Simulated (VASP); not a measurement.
Crystal: Se.

```xyz
3
Lattice="4.3662 0.0000 0.0000 -2.1831 3.7812 0.0000 0.0000 0.0000 4.9536" Properties=species:S:1:pos:R:3 pbc="T T T"
Se    0.9841    0.0000    1.6512
Se   -0.4921    0.8523    3.3024
Se    1.6910    2.9289    0.0000
```

| Quantity | Value |
| --- | --- |
| Program | VASP 6.6.1 |
| Task | relaxation of cell and atoms |
| Functional | LDA |
| Potentials or basis | VASP PAW LDA potentials, release 64 (Se) |
| Cutoff | 600 eV |
| k mesh | 6 × 6 × 4 |
| Occupations | gaussian, width 0.02 eV |
| Spin | no spin polarisation |

At the start: pressure -1.1 GPa; volume 27.26 Å³/atom.

**Question.** Where does the relaxation end?

**Answer.** Over 17 steps the energy falls by 50.5 meV/atom and the volume is 23.09 Å³/atom (-15.3 %); space group P3_121 (No. 152, to 0.05 Å).

The path:
```csv
step,energy change (eV),largest force (eV/Å),pressure (GPa),volume (Å³)
1,0.0000,0.2634,-1.06,81.78
2,-0.0285,0.3196,-0.58,79.66
3,-0.0847,0.5042,1.60,73.47
4,0.0819,0.8487,11.04,61.87
5,-0.0792,0.6366,2.77,71.86
6,-0.0883,0.5860,2.61,71.58
7,-0.1113,0.4482,2.24,70.71
8,-0.1385,0.2230,1.75,68.97
9,-0.1243,0.0770,1.96,65.46
10,-0.1434,0.1038,1.72,67.67
11,-0.1482,0.0653,1.05,68.37
12,-0.1508,0.0147,-0.19,69.81
13,-0.1510,0.0014,0.05,69.52
14,-0.1510,0.0035,0.07,69.48
15,-0.1511,0.0028,0.07,69.46
16,-0.1514,0.0002,0.04,69.39
17,-0.1516,0.0046,0.00,69.26
```

Final structure:
```
Se
1.0
     3.95229    0.00000    0.00000
    -1.97615    3.42279    0.00000
     0.00000    0.00000    5.11955
Se
3
Direct
  0.25584 0.00000 0.33333
  0.00000 0.25584 0.66667
  0.74416 0.74416 0.00000
```

Caveat: the volume moved by over 15 % at a fixed basis, so the end points are rough; the volume moved by -15 % from the deposited cell, more than functionals usually miss.
